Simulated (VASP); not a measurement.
# NaTi2 (P6/mmm) in VASP: further runs

The runs below take NaTi2 through single point, with PBE.

Everything below comes from runs of VASP 6.6.1. Logs are shortened: lines on timing, memory, paths and dates and some standing lists are left out, and cuts for length are marked.

## (1) The cell of the first run

It takes space group P6/mmm (No. 191, hexagonal). Conventional cell: a = 3.682 Å, b = 3.682 Å, c = 3.975 Å, α = 90.00°, β = 90.00°, γ = 120.00°. Na (site symmetry 6/mmm) has 12 Ti at 2.91 Å and 6 Na at 3.68 Å within 3.8 Å. Ti (site symmetry -6m2) has 3 Ti at 2.13 Å and 6 Na at 2.91 Å within 3.0 Å.

## (2) Single point, PBE

The input, INCAR:

```
PREC = Accurate
ENCUT = 520
EDIFF = 1E-7
ISMEAR = 0
SIGMA = 0.1
LREAL = False
LASPH = True
NELM = 80
ALGO = Normal
ISIF = 2
LWAVE = False
LCHARG = True
GGA = PE
LELF = True
LVHAR = True
NBANDS = 22
```

The input, KPOINTS:

```
Automatic mesh
0
Gamma
  6 6 4
```

The input, POSCAR:

```
NaTi2
1.0
    3.6818566997      0.0000000000      0.0000000000
   -1.8409283498      3.1885814350      0.0000000000
    0.0000000000      0.0000000000      3.9754266691
Na Ti
1 2
Direct
    0.0000000000      0.0000000000      0.0000000000
    0.3333333333      0.6666666667      0.5000000000
    0.6666666667      0.3333333333      0.5000000000
```

Potentials or basis: VASP PAW PBE potentials, release 64 (Na_pv, Ti_sv).

On the command line:

```console
> cat potpaw_PBE.64/Na_pv/POTCAR potpaw_PBE.64/Ti_sv/POTCAR > POTCAR
> mpirun -np 1 vasp_std > vasp.out
```

OUTCAR:

```text
PREC = Accurate
   ENCUT = 520
   EDIFF = 1E-7
   ISMEAR = 0
   LREAL = False
   LASPH = True
   NELM = 80
   ISIF = 2
   GGA = PE

 ion  position               nearest neighbor table
   1  0.000  0.000  0.000-
   2  0.333  0.667  0.500-   3 2.13   3 2.13   3 2.13
   3  0.667  0.333  0.500-   2 2.13   2 2.13   2 2.13

  LATTYP: Found a hexagonal cell.
 ALAT       =     3.6818566997
 C/A-ratio  =     1.0797342193

  Lattice vectors:

 A1 = (   3.6818566997,   0.0000000000,   0.0000000000)
 A2 = (  -1.8409283498,   3.1885814350,   0.0000000000)
 A3 = (   0.0000000000,   0.0000000000,   3.9754266691)

Analysis of symmetry for initial positions (statically):
=====================================================================
 Subroutine PRICEL returns:
 Original cell was already a primitive cell.

 Routine SETGRP: Setting up the symmetry group for a
 hexagonal supercell.

 Subroutine GETGRP returns: Found 24 space group operations
 (whereof 24 operations were pure point group operations)
 out of a pool of 24 trial point group operations.

The static configuration has the point symmetry D_6h.

Analysis of symmetry for dynamics (positions and initial velocities):
=====================================================================
 Subroutine PRICEL returns:
 Original cell was already a primitive cell.

 Routine SETGRP: Setting up the symmetry group for a
 hexagonal supercell.

 Subroutine GETGRP returns: Found 24 space group operations
 (whereof 24 operations were pure point group operations)
 out of a pool of 24 trial point group operations.

The dynamic configuration has the point symmetry D_6h.

 Subroutine INISYM returns: Found 24 space group operations
 (whereof 24 operations are pure point group operations),
 and found     1 'primitive' translations

----------------------------------------------------------------------------------------

                                     Primitive cell

  volume of cell :      46.6711

  direct lattice vectors                    reciprocal lattice vectors
     3.681856700  0.000000000  0.000000000     0.271602097  0.156809544  0.000000000
    -1.840928350  3.188581435  0.000000000     0.000000000  0.313619087  0.000000000
[... 77 lines left out ...]
   ISPIN  =      1    spin polarized calculation?
   LNONCOLLINEAR =      F non collinear calculations
   LSORBIT =      F    spin-orbit coupling
   LASPH  =      T    aspherical Exc in radial PAW
   ENCUT  =  520.0 eV  38.22 Ry    6.18 a.u.   6.85  6.85  7.39*2*pi/ulx,y,z
   NELM   =     80;   NELMIN=  2; NELMDL= -5     # of ELM steps
   EDIFF  = 0.1E-06   stopping-criterion for ELM
   LREAL  =      F    real-space projection
   EDIFFG = 0.1E-05   stopping-criterion for IOM
   NSW    =      0    number of steps for IOM
   IBRION =     -1    ionic relax: 0-MD 1-quasi-New 2-CG
   NFREE  =      0    steps in history (QN), initial steepest desc. (CG)
   ISIF   =      2    stress and relaxation
   ISYM   =      2    0-nonsym 1-usesym 2-fastsym
   POTIM  = 0.5000    time-step for ionic-motion
   TEBEG  =    0.0;   TEEND  =   0.0 temperature during run
   PSTRESS=    0.0 pullay stress
   NELECT =      31.0000    total number of electrons
   NUPDOWN=      -1.0000    fix difference up-down
   EMIN   =  10.00;   EMAX   =-10.00  energy-range for DOS
   EFERMI =   0.00;   METHOD = LEGACY
   ISMEAR =     0;   SIGMA  =   0.10  broadening in eV -4-tet -1-fermi 0-gaus
   EFERMI_NEDOS =   21; number of points for ismear=-14 and -15
   IALGO  =     38    algorithm
   IMIX   =      4    mixing-type and parameters
     AMIX     =   0.40;   BMIX     =  1.00
     AMIX_MAG =   1.60;   BMIX_MAG =  1.00
  volume/ion in A,a.u.               =      15.56       104.98
  Fermi-wavevector in a.u.,A,eV,Ry     =   1.428387  2.699261 27.759839  2.040291
  Thomas-Fermi vector in A             =   2.548455
   LORBIT       =      0    0 simple, 1 ext, 2 COOP (PROOUT), +10 PAW based schemes
   GGA     = PE    functional components
   LHFCALC =     F    Hartree Fock is set to
   AEXX    =    0.0000 exact exchange contribution
   IVDW    =     0    specifies the selected vdW correction
   LEPSILON=     F    determine dielectric tensor
   LRPA    =     F    only Hartree local field effects (RPA)
 non-spin polarized calculation
 Gauss-broadening in eV      SIGMA  =   0.10
  energy-cutoff  :      520.00
  volume of cell :       46.67
 maximum number of plane-waves:      1270
 NGX is ok and might be reduce to    28
   NGX = 13   NGY = 13   NGZ = 15

 number of electron      31.0000003 magnetization

 Free energy of the ion-electron system (eV)
  ---------------------------------------------------
  ext. energy  EPLUGINS =         0.00000000
  ---------------------------------------------------
  free energy    TOTEN  =       -10.64996891 eV

  energy without entropy =      -10.60992243  energy(sigma->0) =      -10.62994567

 E-fermi :   6.8658     XC(G=0): -10.9223

 val. band max:        6.8543674854   @ k =   0.1667   0.0000   0.0000
 cond. band min:       6.8795461695   @ k =   0.0000   0.0000   0.2500
 fundamental gap:      0.0251786841
 Fermi energy:         6.8658071377

 k-point     1 :       0.0000    0.0000    0.0000
  band No.  band energies     occupation
      1     -49.5599      2.00000
      2     -48.1141      2.00000
      3     -26.7818      2.00000
      4     -26.7818      2.00000
      5     -25.4270      2.00000
      6     -24.4670      2.00000
[... 514 lines left out ...]
     21      11.4676      0.00000
     22      11.4676      0.00000

------------------------ aborting loop because EDIFF is reached ----------------------------------------

  FORCE on cell =-STRESS in cart. coord.  units (eV):
  Direction    XX          YY          ZZ          XY          YZ          ZX
  --------------------------------------------------------------------------------------
  -------------------------------------------------------------------------------------
  Total       10.8078116     10.8078116      3.4521398      0.0000000     -0.0000000      0.0000000
  in kB      371.0224635    371.0224635    118.5088582      0.0000000     -0.0000000      0.0000000
  external PRESSURE =     286.8512617 kB  Pullay stress =       0.0000000 kB

 VOLUME and BASIS-vectors are now :
 -----------------------------------------------------------------------------
  energy-cutoff  :      520.00
  volume of cell :       46.67
      direct lattice vectors                 reciprocal lattice vectors
     3.681856700  0.000000000  0.000000000     0.271602097  0.156809544  0.000000000
    -1.840928350  3.188581435  0.000000000     0.000000000  0.313619087  0.000000000
     0.000000000  0.000000000  3.975426669     0.000000000  0.000000000  0.251545327

 POSITION                                       TOTAL-FORCE (eV/Angst)
 -----------------------------------------------------------------------------------
      0.00000      0.00000      0.00000         0.000000      0.000000      0.000000
     -0.00000      2.12572      1.98771        -0.000000     -0.000000      0.000000
      1.84093      1.06286      1.98771         0.000000      0.000000      0.000000
 -----------------------------------------------------------------------------------
    total drift:                               -0.000000      0.000000     -0.000000

  FREE ENERGIE OF THE ION-ELECTRON SYSTEM (eV)
  ---------------------------------------------------
  free  energy   TOTEN  =       -10.6499689116 eV

  energy  without entropy=      -10.6099224268  energy(sigma->0) =      -10.62994567
```

OSZICAR:

```text
N       E                     dE             d eps       ncg     rms          rms(c)
DAV:   1     0.371429496466E+03    0.37143E+03   -0.16220E+04   932   0.180E+03
DAV:   2     0.251144513854E+02   -0.34632E+03   -0.33561E+03   936   0.510E+02
DAV:   3    -0.780875530857E+01   -0.32923E+02   -0.31559E+02  1574   0.148E+02
DAV:   4    -0.106449767690E+02   -0.28362E+01   -0.25611E+01  1218   0.348E+01
DAV:   5    -0.108086485201E+02   -0.16367E+00   -0.16326E+00  1332   0.689E+00    0.144E+01
DAV:   6    -0.106531284010E+02    0.15552E+00   -0.14751E+00  1260   0.972E+00    0.692E+00
DAV:   7    -0.106581998769E+02   -0.50715E-02   -0.53522E-01  1292   0.472E+00    0.436E+00
DAV:   8    -0.106455198087E+02    0.12680E-01   -0.15967E-01  1390   0.349E+00    0.921E-01
DAV:   9    -0.106528759778E+02   -0.73562E-02   -0.34461E-02  1306   0.127E+00    0.442E-01
DAV:  10    -0.106500011212E+02    0.28749E-02   -0.77132E-03  1202   0.470E-01    0.172E-01
DAV:  11    -0.106499983708E+02    0.27503E-05   -0.55882E-04  1064   0.198E-01    0.490E-02
DAV:  12    -0.106499673813E+02    0.30989E-04   -0.56285E-05  1246   0.654E-02    0.105E-02
DAV:  13    -0.106499689678E+02   -0.15865E-05   -0.64190E-06  1112   0.198E-02    0.502E-03
DAV:  14    -0.106499689116E+02    0.56252E-07   -0.65578E-07  1158   0.595E-03
   1 F= -.10649969E+02 E0= -.10629946E+02  d E =-.400465E-01
```

stdout:

```text
POSCAR found type information on POSCAR NaTi
 POSCAR found :  2 types and       3 ions
 scaLAPACK will be used
 LDA part: xc-table for (Slater+PW92), standard interpolation
 POSCAR, INCAR and KPOINTS ok, starting setup
 FFT: planning ... GRIDC
 FFT: planning ... GRID_SOFT
 FFT: planning ... GRID
 WAVECAR not read
 entering main loop
```

Run time: 37 s. Hardware: 1 thread of Intel Xeon 8259CL, shared host; peak memory 0.16 GiB.

Results:

```yaml
Free_energy: -10.6500 eV
Pressure: 28.7 GPa
Band_gap_on_the_k_mesh: zero (an odd number of electrons rules out a gap without spin polarisation)
```

Levels at points of the mesh, in eV from the Fermi level:
```tsv
k point	band 11	band 12	band 13	band 14	band 15	band 16	band 17	band 18	band 19	band 20
(0.00, 0.00, 0.00)	-22.83	-4.85	-1.49	0.24	0.24	0.77	0.77	2.07	2.07	3.79
(0.50, 0.00, 0.00)	-22.84	-2.87	-1.29	-0.64	-0.59	-0.26	0.14	0.96	2.14	2.47
(0.00, 0.00, 0.50)	-22.83	-2.98	-1.87	-0.19	-0.19	0.79	0.79	0.97	2.14	2.14
(0.50, 0.00, 0.50)	-22.84	-2.48	-1.61	-0.99	-0.64	0.18	0.91	2.17	2.24	3.52
```

Caveat: the k points lie up to 0.40 Å⁻¹ apart, too coarse for converged energies and pressures of a metal.

## (3) Single point, PBE

This run uses another cell than the first one, of 19.61 Å³/atom.

The input, INCAR:

```
ALGO = Fast ; EDIFF = 1E-7
ENCUT = 520 ; GGA = PE
ISIF = 2 ; ISMEAR = 0
LASPH = T ; LCHARG = F
LREAL = F ; LWAVE = F
NBANDS = 22 ; NELM = 60
PREC = Accurate ; SIGMA = 0.1
```

The input, KPOINTS:

```
k-points
0
Gamma
  6 6 4
```

The input, POSCAR:

```
NaTi2
1.0
    5.1737473122      0.0000000000      0.0000000000
   -2.5868736561      4.4805966051      0.0000000000
    0.0000000000      0.0000000000      2.5377750564
Na Ti
1 2
Direct
    0.0000000000      0.0000000000      0.0000000000
    0.3333333333      0.6666666667      0.5000000000
    0.6666666667      0.3333333333      0.5000000000
```

Potentials or basis: VASP PAW PBE potentials, release 64 (Na_pv, Ti_sv).

On the command line:

```console
> cat potpaw_PBE.64/Na_pv/POTCAR potpaw_PBE.64/Ti_sv/POTCAR > POTCAR
> mpirun -np 1 vasp_std > vasp.out
```

Wall time 2.3 min (1 thread of Intel Xeon 8259CL, shared host); peak memory 0.19 GiB.

It converged, with:

```yaml
Free_energy: -14.7229 eV
Pressure: 0.1 GPa
Band_gap_on_the_k_mesh: zero (an odd number of electrons rules out a gap without spin polarisation)
```

Stress tensor (GPa, compression positive):
```
0.05 0.00 0.00
0.00 0.05 0.00
0.00 0.00 0.14
```

Levels at points of the mesh, in eV from the Fermi level:
| k point | band 12 | band 13 | band 14 | band 15 | band 16 | band 17 | band 18 | band 19 |
| --- | --- | --- | --- | --- | --- | --- | --- | --- |
| (0.00, 0.00, 0.00) | -5.17 | -1.30 | -1.25 | -0.62 | -0.62 | -0.22 | -0.22 | 2.83 |
| (0.50, 0.00, 0.00) | -3.55 | -2.92 | -1.65 | -0.96 | -0.73 | -0.40 | 0.35 | 1.53 |
| (0.00, 0.00, 0.50) | -1.37 | -1.37 | -0.67 | 0.14 | 0.14 | 0.82 | 1.23 | 1.23 |
| (0.50, 0.00, 0.50) | -1.64 | -1.57 | -0.55 | 0.40 | 0.49 | 0.51 | 0.82 | 1.81 |

Caveat: the k points lie up to 0.62 Å⁻¹ apart, too coarse for converged energies and pressures of a metal.

## (4) Single point, PBE

This run uses another cell than the first one, of 20.12 Å³/atom.

The input, INCAR:

```
SYSTEM = NaTi2
PREC = Accurate ; ENCUT = 520
EDIFF = 1E-6 ; ISMEAR = 0
SIGMA = 0.1 ; LREAL = .False.
LASPH = .True. ; NELM = 80
ALGO = Fast ; ISIF = 2
LWAVE = .False. ; LCHARG = .True.
GGA = PE ; LELF = .True.
LVHAR = .True. ; NBANDS = 22
```

The input, KPOINTS:

```
regular mesh
0
Gamma
  6 6 6
  0 0 0
```

The input, POSCAR:

```
NaTi2
1.0
    5.1618703581      0.0000000000      0.0000000000
   -2.5809351790      4.4703108611      0.0000000000
    0.0000000000      0.0000000000      2.6157921271
Na Ti
1 2
Direct
    0.0000000000      0.0000000000      0.0000000000
    0.3333333333      0.6666666667      0.5000000000
    0.6666666667      0.3333333333      0.5000000000
```

Potentials or basis: VASP PAW PBE potentials, release 64 (Na_pv, Ti_sv).

On the command line:

```console
> cat potpaw_PBE.64/Na_pv/POTCAR potpaw_PBE.64/Ti_sv/POTCAR > POTCAR
> mpirun -np 1 vasp_std > vasp.out
```

OUTCAR:

```text
SYSTEM = NaTi2
   PREC = Accurate
   ENCUT = 520
   EDIFF = 1E-6
   ISMEAR = 0
   LREAL = .False.
   LASPH = .True.
   NELM = 80
   ISIF = 2
   GGA = PE

 ion  position               nearest neighbor table
   1  0.000  0.000  0.000-
   2  0.333  0.667  0.500-
   3  0.667  0.333  0.500-

  LATTYP: Found a hexagonal cell.
 ALAT       =     5.1618703581
 C/A-ratio  =     0.5067527748

  Lattice vectors:

 A1 = (   5.1618703581,   0.0000000000,   0.0000000000)
 A2 = (  -2.5809351790,   4.4703108611,   0.0000000000)
 A3 = (   0.0000000000,   0.0000000000,   2.6157921271)

Analysis of symmetry for initial positions (statically):
=====================================================================
 Subroutine PRICEL returns:
 Original cell was already a primitive cell.

 Routine SETGRP: Setting up the symmetry group for a
 hexagonal supercell.

 Subroutine GETGRP returns: Found 24 space group operations
 (whereof 24 operations were pure point group operations)
 out of a pool of 24 trial point group operations.

The static configuration has the point symmetry D_6h.
[... 161 lines left out ...]
  free energy    TOTEN  =       -14.60061239 eV

  energy without entropy =      -14.56874570  energy(sigma->0) =      -14.58467905

 E-fermi :   5.0488     XC(G=0):  -9.9842

 val. band max:        5.0381672233   @ k =   0.5000   0.0000   0.1667
 cond. band min:       5.0624910380   @ k =   0.3333   0.0000   0.3333
 fundamental gap:      0.0243238148
 Fermi energy:         5.0487815493

 k-point     1 :       0.0000    0.0000    0.0000
  band No.  band energies     occupation
      1     -51.7433      2.00000
      2     -51.6975      2.00000
      3     -28.0838      2.00000
      4     -28.0838      2.00000
      5     -27.8947      2.00000
      6     -27.8947      2.00000
[... 589 lines left out ...]
     21       7.6718      0.00000
     22       8.4104      0.00000

 [... further k-points ...]

------------------------ aborting loop because EDIFF is reached ----------------------------------------

  FORCE on cell =-STRESS in cart. coord.  units (eV):
  Direction    XX          YY          ZZ          XY          YZ          ZX
  --------------------------------------------------------------------------------------
  -------------------------------------------------------------------------------------
  Total       -0.0360465     -0.0360465      0.0315707     -0.0000000      0.0000000     -0.0000000
  in kB       -0.9568100     -0.9568100      0.8380044     -0.0000000      0.0000000     -0.0000000
  external PRESSURE =      -0.3585385 kB  Pullay stress =       0.0000000 kB

 VOLUME and BASIS-vectors are now :
 -----------------------------------------------------------------------------
  energy-cutoff  :      520.00
  volume of cell :       60.36
      direct lattice vectors                 reciprocal lattice vectors
     5.161870358  0.000000000  0.000000000     0.193728228  0.111849045  0.000000000
    -2.580935179  4.470310861  0.000000000     0.000000000  0.223698090  0.000000000
     0.000000000  0.000000000  2.615792127     0.000000000  0.000000000  0.382293375

 POSITION                                       TOTAL-FORCE (eV/Angst)
 -----------------------------------------------------------------------------------
      0.00000      0.00000      0.00000         0.000000      0.000000      0.000000
     -0.00000      2.98021      1.30790        -0.000000     -0.000000     -0.000000
      2.58094      1.49010      1.30790         0.000000      0.000000      0.000000
 -----------------------------------------------------------------------------------
    total drift:                                0.000000      0.000000      0.000000

  FREE ENERGIE OF THE ION-ELECTRON SYSTEM (eV)
  ---------------------------------------------------
  free  energy   TOTEN  =       -14.6006123920 eV

  energy  without entropy=      -14.5687456985  energy(sigma->0) =      -14.58467905
```

OSZICAR:

```text
N       E                     dE             d eps       ncg     rms          rms(c)
DAV:   1     0.353849833674E+03    0.35385E+03   -0.16204E+04  1264   0.166E+03
DAV:   2     0.219130151262E+02   -0.33194E+03   -0.32438E+03  1256   0.495E+02
DAV:   3    -0.134323916505E+02   -0.35345E+02   -0.33763E+02  2286   0.141E+02
[... 28 lines left out ...]
RMM:  32    -0.146006080936E+02   -0.14054E-05   -0.17448E-05  1238   0.173E-02    0.201E-03
RMM:  33    -0.146006096645E+02   -0.15709E-05   -0.18624E-05  1148   0.157E-02    0.149E-03
RMM:  34    -0.146006106498E+02   -0.98530E-06   -0.12333E-05  1128   0.146E-02    0.142E-03
RMM:  35    -0.146006117537E+02   -0.11040E-05   -0.12621E-05  1089   0.140E-02    0.178E-03
RMM:  36    -0.146006123920E+02   -0.63826E-06   -0.88863E-06  1030   0.131E-02
   1 F= -.14600612E+02 E0= -.14584679E+02  d E =-.318667E-01
```

Wall time 2.3 min (1 thread of Intel Xeon 8259CL, shared host); peak memory 0.19 GiB.

Results:

```yaml
Free_energy: -14.6006 eV
Pressure: 0.0 GPa
Band_gap_on_the_k_mesh: zero (an odd number of electrons rules out a gap without spin polarisation)
```

Caveat: the k points lie up to 0.40 Å⁻¹ apart, too coarse for converged energies and pressures of a metal.

## (5) Summary

| cell | k mesh | gap on the mesh (eV) | pressure (GPa) |
| --- | --- | --- | --- |
| a = 3.682, b = 3.682, c = 3.975 Å, angles 90.0, 90.0, 120.0°, 3 atoms | 6 × 6 × 4 | none | 28.7 |
| a = 5.174, b = 5.174, c = 2.538 Å, angles 90.0, 90.0, 120.0°, 3 atoms | 6 × 6 × 4 | none | 0.1 |
| a = 5.162, b = 5.162, c = 2.616 Å, angles 90.0, 90.0, 120.0°, 3 atoms | 6 × 6 × 6 | none | 0.0 |

Alike in all rows: task single point; level PBE; potentials or basis VASP PAW PBE potentials, release 64 (Na_pv, Ti_sv); no spin polarisation; cutoff (eV) 520; smearing gaussian 0.1 eV.

Caveats: all runs use coarse meshes.

Absolute energies hang on the potentials; compare differences alone.

The gap in the log of VASP goes by the Fermi energy; the results here count the filled bands.